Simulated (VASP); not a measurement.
# SiC (P6_3mc) in VASP: further runs

The runs below take SiC through single point, with r2SCAN.

All numbers are computed with VASP 6.6.1; they aren't measurements. Logs are shortened: lines on timing, memory, paths and dates and some standing lists are left out, and cuts for length are marked.

**1. The cell of the first run**

The structure is hexagonal, space group P6_3mc (No. 186). The conventional cell has a = 3.046 Å, b = 3.046 Å, c = 4.999 Å, α = 90.00°, β = 90.00°, γ = 120.00°. Si (site symmetry 3m) has 4 C at 1.86 to 1.88 Å within 2.5 Å. C (site symmetry 3m) has 4 Si at 1.86 to 1.88 Å within 2.5 Å.

**2. Single point, r2SCAN**

The input, POSCAR:

```
SiC
1.0
    3.0459847915      0.0000000000      0.0000000000
   -1.5229923957      2.6379002089      0.0000000000
    0.0000000000      0.0000000000      4.9985502037
Si C
2 2
Direct
    0.3333333333      0.6666666667      0.0046082809
    0.6666666667      0.3333333333      0.5046082809
    0.3333333333      0.6666666667      0.3803917191
    0.6666666667      0.3333333333      0.8803917191
```

The input, INCAR.step1:

```
PREC = Accurate ; ENCUT = 520
ISMEAR = 0 ; SIGMA = 0.01
LREAL = False ; LASPH = True
NELM = 80 ; NBANDS = 16
GGA = PE ; ALGO = Normal
EDIFF = 1E-4 ; LWAVE = True
LCHARG = False
```

The input, INCAR.step2:

```
PREC = Accurate ; ENCUT = 520
EDIFF = 1E-7 ; ISMEAR = 0
SIGMA = 0.01 ; LREAL = False
LASPH = True ; NELM = 80
ALGO = Normal ; ISIF = 2
LWAVE = False ; LCHARG = True
METAGGA = R2SCAN ; LMIXTAU = True
LELF = True ; LVHAR = True
NBANDS = 16 ; ISTART = 1
```

The input, KPOINTS:

```
regular mesh
0
Gamma
  8 8 6
```

Potentials or basis: VASP PAW PBE potentials, release 64 (Si, C).

The run is started by

```console
cat potpaw_PBE.64/Si/POTCAR potpaw_PBE.64/C/POTCAR > POTCAR
cp INCAR.step1 INCAR
mpirun -np 1 vasp_std > vasp.out
cp INCAR.step2 INCAR
mpirun -np 1 vasp_std > vasp.out
```

OUTCAR:

```text
PREC = Accurate
   ENCUT = 520
   EDIFF = 1E-7
   ISMEAR = 0
   LREAL = False
   LASPH = True
   NELM = 80
   ISIF = 2
   METAGGA = R2SCAN
   ISTART = 1

 ion  position               nearest neighbor table
   1  0.333  0.667  0.005-   4 1.86   4 1.86   4 1.86   3 1.88   2 3.06   2 3.06   2 3.06   2 3.06
                             2 3.06   2 3.06
   2  0.667  0.333  0.505-   3 1.86   3 1.86   3 1.86   4 1.88   1 3.06   1 3.06   1 3.06   1 3.06
                             1 3.06   1 3.06
   3  0.333  0.667  0.380-   2 1.86   2 1.86   2 1.86   1 1.88
   4  0.667  0.333  0.880-   1 1.86   1 1.86   1 1.86   2 1.88

  LATTYP: Found a hexagonal cell.
 ALAT       =     3.0459847915
 C/A-ratio  =     1.6410292716

  Lattice vectors:

 A1 = (   3.0459847915,   0.0000000000,   0.0000000000)
 A2 = (  -1.5229923957,   2.6379002089,   0.0000000000)
 A3 = (   0.0000000000,   0.0000000000,   4.9985502037)

Analysis of symmetry for initial positions (statically):
=====================================================================
 Subroutine PRICEL returns:
 Original cell was already a primitive cell.

 Routine SETGRP: Setting up the symmetry group for a
 hexagonal supercell.

 Subroutine GETGRP returns: Found 12 space group operations
 (whereof  6 operations were pure point group operations)
 out of a pool of 24 trial point group operations.

The static configuration has the point symmetry C_3v.
 The point group associated with its full space group is C_6v.

Analysis of symmetry for dynamics (positions and initial velocities):
=====================================================================
 Subroutine PRICEL returns:
 Original cell was already a primitive cell.

 Routine SETGRP: Setting up the symmetry group for a
 hexagonal supercell.

 Subroutine GETGRP returns: Found 12 space group operations
 (whereof  6 operations were pure point group operations)
 out of a pool of 24 trial point group operations.

The dynamic configuration has the point symmetry C_3v.
 The point group associated with its full space group is C_6v.

 Subroutine INISYM returns: Found 12 space group operations
 (whereof  6 operations are pure point group operations),
 and found     1 'primitive' translations

----------------------------------------------------------------------------------------

                                     Primitive cell

  volume of cell :      40.1634

  direct lattice vectors                    reciprocal lattice vectors
     3.045984792  0.000000000  0.000000000     0.328301048  0.189544699  0.000000000
    -1.522992396  2.637900209  0.000000000     0.000000000  0.379089397  0.000000000
     0.000000000  0.000000000  4.998550204     0.000000000  0.000000000  0.200058009

  length of vectors
     3.045984792  3.045984791  4.998550204     0.379089397  0.379089397  0.200058009

  position of ions in fractional coordinates (direct lattice)
     0.333333333  0.666666667  0.004608281
     0.666666667  0.333333333  0.504608281
     0.333333333  0.666666667  0.380391719
     0.666666667  0.333333333  0.880391719

  ion indices of the primitive-cell ions
   primitive index   ion index
                 1           1
                 2           2
                 3           3
                 4           4

----------------------------------------------------------------------------------------

 KPOINTS: regular mesh

Automatic generation of k-mesh.
 Grid dimensions read from file:
 generate k-points for:    8    8    6

 Generating k-lattice:

  Cartesian coordinates                     Fractional coordinates (reciprocal lattice)
     0.041037631  0.023693087  0.000000000     0.125000000  0.000000000  0.000000000
     0.000000000  0.047386175  0.000000000     0.000000000  0.125000000  0.000000000
     0.000000000  0.000000000  0.033343001     0.000000000  0.000000000  0.166666667

  Length of vectors
     0.047386175  0.047386175  0.033343001

  Shift w.r.t. Gamma in fractional coordinates (k-lattice)
     0.000000000  0.000000000  0.000000000

 Subroutine IBZKPT returns following result:
 ===========================================

 Found     40 irreducible k-points:

 Following reciprocal coordinates:
            Coordinates               Weight
  0.000000  0.000000  0.000000      1.000000
  0.125000  0.000000  0.000000      6.000000
  0.250000  0.000000  0.000000      6.000000
  0.375000 -0.000000  0.000000      6.000000
  0.500000  0.000000  0.000000      3.000000
  0.125000  0.125000  0.000000      6.000000
[... 16 lines left out ...]
  0.250000  0.000000  0.333333     12.000000
  0.375000 -0.000000  0.333333     12.000000
 [... further k-points ...]
   k-points           NKPTS =     40   k-points in BZ     NKDIM =     40   number of bands    NBANDS=     16
   number of dos      NEDOS =    301   number of ions     NIONS =      4
   total plane-waves  NPLWV =  23040
   dimension x,y,z NGX =    24 NGY =   24 NGZ =   40
   dimension x,y,z NGXF=    48 NGYF=   48 NGZF=   80
   ions per type =               2   2
   NGX,Y,Z   is equivalent  to a cutoff of  13.10, 13.10, 13.30 a.u.
   NGXF,Y,Z  is equivalent  to a cutoff of  26.20, 26.20, 26.61 a.u.
 SYSTEM =  unknown system
   PREC   = accura    normal or accurate (medium, high low for compatibility)
   ISTART =      1    job   : 0-new  1-cont  2-samecut
   ICHARG =      0    charge: 1-file 2-atom 10-const
   ISPIN  =      1    spin polarized calculation?
   LNONCOLLINEAR =      F non collinear calculations
   LSORBIT =      F    spin-orbit coupling
   LASPH  =      T    aspherical Exc in radial PAW
   ENCUT  =  520.0 eV  38.22 Ry    6.18 a.u.   5.66  5.66  9.29*2*pi/ulx,y,z
   NELM   =     80;   NELMIN=  2; NELMDL=  0     # of ELM steps
   EDIFF  = 0.1E-06   stopping-criterion for ELM
   LREAL  =      F    real-space projection
   EDIFFG = 0.1E-05   stopping-criterion for IOM
   NSW    =      0    number of steps for IOM
   IBRION =     -1    ionic relax: 0-MD 1-quasi-New 2-CG
   NFREE  =      0    steps in history (QN), initial steepest desc. (CG)
   ISIF   =      2    stress and relaxation
   ISYM   =      2    0-nonsym 1-usesym 2-fastsym
   POTIM  = 0.5000    time-step for ionic-motion
   TEBEG  =    0.0;   TEEND  =   0.0 temperature during run
   PSTRESS=    0.0 pullay stress
   NELECT =      16.0000    total number of electrons
   NUPDOWN=      -1.0000    fix difference up-down
   EMIN   =  10.00;   EMAX   =-10.00  energy-range for DOS
   EFERMI =   0.00;   METHOD = LEGACY
   ISMEAR =     0;   SIGMA  =   0.01  broadening in eV -4-tet -1-fermi 0-gaus
   EFERMI_NEDOS =   21; number of points for ismear=-14 and -15
   IALGO  =     38    algorithm
   IMIX   =      4    mixing-type and parameters
     AMIX     =   0.40;   BMIX     =  1.00
     AMIX_MAG =   1.60;   BMIX_MAG =  1.00
  volume/ion in A,a.u.               =      10.04        67.76
  Fermi-wavevector in a.u.,A,eV,Ry     =   1.204587  2.276339 19.742454  1.451029
  Thomas-Fermi vector in A             =   2.340308
   LORBIT       =      0    0 simple, 1 ext, 2 COOP (PROOUT), +10 PAW based schemes
   METAGGA = R2SCAN    functional components
   LHFCALC =     F    Hartree Fock is set to
   AEXX    =    0.0000 exact exchange contribution
   IVDW    =     0    specifies the selected vdW correction
   LEPSILON=     F    determine dielectric tensor
   LRPA    =     F    only Hartree local field effects (RPA)
 non-spin polarized calculation
 Gauss-broadening in eV      SIGMA  =   0.01
  energy-cutoff  :      520.00
  volume of cell :       40.16
 maximum number of plane-waves:      1099
 NGX is ok and might be reduce to    24
   NGX = 11   NGY = 11   NGZ = 19

 number of electron      15.9999998 magnetization

 Free energy of the ion-electron system (eV)
  ---------------------------------------------------
  ext. energy  EPLUGINS =         0.00000000
  ---------------------------------------------------
  free energy    TOTEN  =       -38.61265987 eV

  energy without entropy =      -38.61265987  energy(sigma->0) =      -38.61265987

 E-fermi :   8.6126     XC(G=0): -12.0596

 val. band max:        8.4777186939   @ k =   0.0000   0.0000   0.0000
 cond. band min:      11.3597933911   @ k =   0.3750   0.2500   0.0000
 fundamental gap:      2.8820746973
 Fermi energy:         8.6126299941

 k-point     1 :       0.0000    0.0000    0.0000
  band No.  band energies     occupation
      1      -8.1147      2.00000
      2      -4.3748      2.00000
      3      -0.6829      2.00000
      4       7.0772      2.00000
      5       7.0772      2.00000
      6       8.3640      2.00000
[... 8 lines left out ...]
     15      18.2760      0.00000
     16      20.6315      0.00000

 k-point     2 :       0.1250    0.0000    0.0000
  band No.  band energies     occupation
      1      -7.8280      2.00000
      2      -4.1350      2.00000
      3      -0.4170      2.00000
      4       5.6469      2.00000
      5       6.6162      2.00000
      6       7.4734      2.00000
[... 8 lines left out ...]
     15      18.9275      0.00000
     16      19.0991      0.00000

 k-point     3 :       0.2500    0.0000    0.0000
  band No.  band energies     occupation
      1      -6.9880      2.00000
      2      -3.4805      2.00000
      3       0.3177      2.00000
      4       3.0985      2.00000
      5       5.3653      2.00000
      6       5.7911      2.00000
[... 8 lines left out ...]
     15      19.5546      0.00000
     16      20.1850      0.00000
[... 362 lines left out ...]
 k-point    23 :       0.2500    0.0000    0.3333
  band No.  band energies     occupation
      1      -6.4340      2.00000
      2      -4.8933      2.00000
      3       2.0930      2.00000
      4       3.9378      2.00000
      5       4.2335      2.00000
      6       6.1974      2.00000
[... 8 lines left out ...]
     15      19.8016      0.00000
     16      20.5263      0.00000

 k-point    24 :       0.3750   -0.0000    0.3333
  band No.  band energies     occupation
      1      -5.1767      2.00000
      2      -3.8213      2.00000
      3       0.5177      2.00000
      4       1.8134      2.00000
      5       4.2286      2.00000
      6       5.5944      2.00000
[... 8 lines left out ...]
     15      21.3343      0.00000
     16      21.7809      0.00000

 [... further k-points ...]

------------------------ aborting loop because EDIFF is reached ----------------------------------------

  FORCE on cell =-STRESS in cart. coord.  units (eV):
  Direction    XX          YY          ZZ          XY          YZ          ZX
  --------------------------------------------------------------------------------------
  -------------------------------------------------------------------------------------
  Total        1.7025013      1.7025013      1.7035597      0.0000000      0.0000000      0.0000000
  in kB       67.9153406     67.9153406     67.9575630      0.0000000      0.0000000      0.0000000
  external PRESSURE =      67.9294147 kB  Pullay stress =       0.0000000 kB

 VOLUME and BASIS-vectors are now :
 -----------------------------------------------------------------------------
  energy-cutoff  :      520.00
  volume of cell :       40.16
      direct lattice vectors                 reciprocal lattice vectors
     3.045984792  0.000000000  0.000000000     0.328301048  0.189544699  0.000000000
    -1.522992396  2.637900209  0.000000000     0.000000000  0.379089397  0.000000000
     0.000000000  0.000000000  4.998550204     0.000000000  0.000000000  0.200058009

 POSITION                                       TOTAL-FORCE (eV/Angst)
 -----------------------------------------------------------------------------------
     -0.00000      1.75860      0.02303         0.000000     -0.000000     -0.001069
      1.52299      0.87930      2.52231        -0.000000      0.000000     -0.001069
     -0.00000      1.75860      1.90141         0.000000     -0.000000      0.001069
      1.52299      0.87930      4.40068        -0.000000      0.000000      0.001069
 -----------------------------------------------------------------------------------
    total drift:                               -0.000000      0.000000     -0.000168

  FREE ENERGIE OF THE ION-ELECTRON SYSTEM (eV)
  ---------------------------------------------------
  free  energy   TOTEN  =       -38.6126598698 eV

  energy  without entropy=      -38.6126598698  energy(sigma->0) =      -38.61265987
```

It took 66 s on 1 thread of Intel Xeon Platinum 8488C (Sapphire Rapids), shared host; peak memory 0.17 GiB.

What came out:

* Free energy: -38.6127 eV
* Pressure: 6.8 GPa
* Band gap on the k mesh: 2.88 eV, indirect (least direct gap 4.55 eV)

Levels at points of the mesh, in eV from the valence-band top:
| k point | band 5 | band 6 | band 7 | band 8 | band 9 | band 10 | band 11 | band 12 |
| --- | --- | --- | --- | --- | --- | --- | --- | --- |
| (0.00, 0.00, 0.00) | -1.40 | -0.11 | 0.00 | 0.00 | 5.64 | 7.11 | 7.38 | 7.38 |
| (0.50, 0.00, 0.00) | -5.73 | -3.54 | -3.44 | -1.26 | 3.29 | 4.70 | 7.71 | 7.77 |
| (0.00, 0.00, 0.50) | -0.76 | -0.76 | -0.76 | -0.76 | 6.76 | 6.76 | 8.06 | 8.06 |
| (0.50, 0.00, 0.50) | -2.60 | -2.60 | -2.47 | -2.47 | 3.80 | 3.80 | 5.93 | 5.93 |

Caveat: the PAW data sets were made with another functional, which shifts forces and pressure a little. r2SCAN opens gaps a little over a GGA but as a rule still falls short of measured ones.

**3. Single point, r2SCAN**

This run uses another cell than the first one, of 10.16 Å³/atom, 1.012 times its volume.

The input, POSCAR:

```
SiC
1.0
    3.0581659191      0.0000000000      0.0000000000
   -1.5290829596      2.6484493749      0.0000000000
    0.0000000000      0.0000000000      5.0190554034
Si C
2 2
Direct
    0.3333333333      0.6666666667      0.0046021971
    0.6666666667      0.3333333333      0.5046021971
    0.3333333333      0.6666666667      0.3803978029
    0.6666666667      0.3333333333      0.8803978029
```

The input, INCAR.step1:

```
SYSTEM = SiC
PREC = Accurate ; ENCUT = 520
ISMEAR = 0 ; SIGMA = 0.01
LREAL = .False. ; LASPH = .True.
NELM = 60 ; NBANDS = 16
GGA = PE ; ALGO = Normal
EDIFF = 1E-4 ; LWAVE = .True.
LCHARG = .False.
```

The input, INCAR.step2:

```
SYSTEM = SiC
PREC = Accurate ; ENCUT = 520
EDIFF = 1E-6 ; ISMEAR = 0
SIGMA = 0.01 ; LREAL = .False.
LASPH = .True. ; NELM = 60
ALGO = Normal ; ISIF = 2
LWAVE = .False. ; LCHARG = .False.
METAGGA = R2SCAN ; LMIXTAU = .True.
NBANDS = 16 ; ISTART = 1
```

The input, KPOINTS:

```
Automatic mesh
0
Gamma
  8 8 6
  0 0 0
```

Potentials or basis: VASP PAW PBE potentials, release 64 (Si, C).

The run is started by

```console
cat potpaw_PBE.64/Si/POTCAR potpaw_PBE.64/C/POTCAR > POTCAR
cp INCAR.step1 INCAR
mpirun -np 1 vasp_std > vasp.out
cp INCAR.step2 INCAR
mpirun -np 1 vasp_std > vasp.out
```

OUTCAR:

```text
SYSTEM = SiC
   PREC = Accurate
   ENCUT = 520
   EDIFF = 1E-6
   ISMEAR = 0
   LREAL = .False.
   LASPH = .True.
   NELM = 60
   ISIF = 2
   METAGGA = R2SCAN
   ISTART = 1

 ion  position               nearest neighbor table
   1  0.333  0.667  0.005-   4 1.87   4 1.87   4 1.87   3 1.89   2 3.07   2 3.07   2 3.07   2 3.07
                             2 3.07   2 3.07
   2  0.667  0.333  0.505-   3 1.87   3 1.87   3 1.87   4 1.89   1 3.07   1 3.07   1 3.07   1 3.07
                             1 3.07   1 3.07
   3  0.333  0.667  0.380-   2 1.87   2 1.87   2 1.87   1 1.89
   4  0.667  0.333  0.880-   1 1.87   1 1.87   1 1.87   2 1.89
[... 662 lines left out ...]
  -------------------------------------------------------------------------------------
  Total        0.9636178      0.9636178      0.9675293     -0.0000000      0.0000000      0.0000000
  in kB       37.9787522     37.9787522     38.1329155     -0.0000000      0.0000000      0.0000000
  external PRESSURE =      38.0301400 kB  Pullay stress =       0.0000000 kB

 VOLUME and BASIS-vectors are now :
 -----------------------------------------------------------------------------
  energy-cutoff  :      520.00
  volume of cell :       40.65
      direct lattice vectors                 reciprocal lattice vectors
     3.058165919  0.000000000  0.000000000     0.326993377  0.188789714  0.000000000
    -1.529082960  2.648449375  0.000000000     0.000000000  0.377579428  0.000000000
     0.000000000  0.000000000  5.019055403     0.000000000  0.000000000  0.199240678

 POSITION                                       TOTAL-FORCE (eV/Angst)
 -----------------------------------------------------------------------------------
     -0.00000      1.76563      0.02310        -0.000000     -0.000000     -0.000598
      1.52908      0.88282      2.53263         0.000000      0.000000     -0.000598
     -0.00000      1.76563      1.90924        -0.000000     -0.000000      0.000598
      1.52908      0.88282      4.41877        -0.000000     -0.000000      0.000598
 -----------------------------------------------------------------------------------
    total drift:                               -0.000000      0.000000     -0.000060

  FREE ENERGIE OF THE ION-ELECTRON SYSTEM (eV)
  ---------------------------------------------------
  free  energy   TOTEN  =       -38.6289267235 eV

  energy  without entropy=      -38.6289267235  energy(sigma->0) =      -38.62892672
```

OUTCAR.step1:

```text
SYSTEM = SiC
   PREC = Accurate
   ENCUT = 520
   ISMEAR = 0
   LREAL = .False.
   LASPH = .True.
   NELM = 60
[... 689 lines left out ...]
      1.52908      0.88282      2.53263         0.000000     -0.000000      0.001508
     -0.00000      1.76563      1.90924        -0.000000      0.000000     -0.001508
      1.52908      0.88282      4.41877         0.000000     -0.000000     -0.001508
 -----------------------------------------------------------------------------------
    total drift:                               -0.000000      0.000000      0.000235

  FREE ENERGIE OF THE ION-ELECTRON SYSTEM (eV)
  ---------------------------------------------------
  free  energy   TOTEN  =       -30.0781875602 eV

  energy  without entropy=      -30.0781875602  energy(sigma->0) =      -30.07818756
```

OSZICAR.step1:

```text
N       E                     dE             d eps       ncg     rms          rms(c)
DAV:   1     0.257067196470E+02    0.25707E+02   -0.70389E+03  1280   0.890E+02
DAV:   2    -0.314468585924E+02   -0.57154E+02   -0.52601E+02  1864   0.161E+02
DAV:   3    -0.338869828638E+02   -0.24401E+01   -0.24315E+01  1632   0.301E+01
DAV:   4    -0.339042683823E+02   -0.17286E-01   -0.17282E-01  1584   0.314E+00
DAV:   5    -0.339044368904E+02   -0.16851E-03   -0.16850E-03  1648   0.291E-01    0.127E+01
DAV:   6    -0.301769161863E+02    0.37275E+01   -0.66070E+00  1624   0.158E+01    0.578E+00
DAV:   7    -0.300965305416E+02    0.80386E-01   -0.11843E+00  1808   0.633E+00    0.252E+00
DAV:   8    -0.300795291415E+02    0.17001E-01   -0.50306E-02  1448   0.142E+00    0.642E-01
DAV:   9    -0.300778598581E+02    0.16693E-02   -0.78030E-03  1656   0.601E-01    0.122E-01
DAV:  10    -0.300781637199E+02   -0.30386E-03   -0.10065E-03  1544   0.184E-01    0.573E-02
DAV:  11    -0.300781875602E+02   -0.23840E-04   -0.81870E-05  1120   0.685E-02
   1 F= -.30078188E+02 E0= -.30078188E+02  d E =-.114823E-13
```

Wall time 59 s (1 thread of Intel Xeon Platinum 8488C (Sapphire Rapids), shared host); peak memory 0.17 GiB.

What came out:

| Item | Value |
| --- | --- |
| Free energy | -38.6289 eV |
| Pressure | 3.8 GPa |
| Band gap on the k mesh | 2.90 eV, indirect (least direct gap 4.52 eV) |

Caveat: the PAW data sets were made with another functional, which shifts forces and pressure a little. r2SCAN opens gaps a little over a GGA but as a rule still falls short of measured ones.

[end of part 1 of 2]
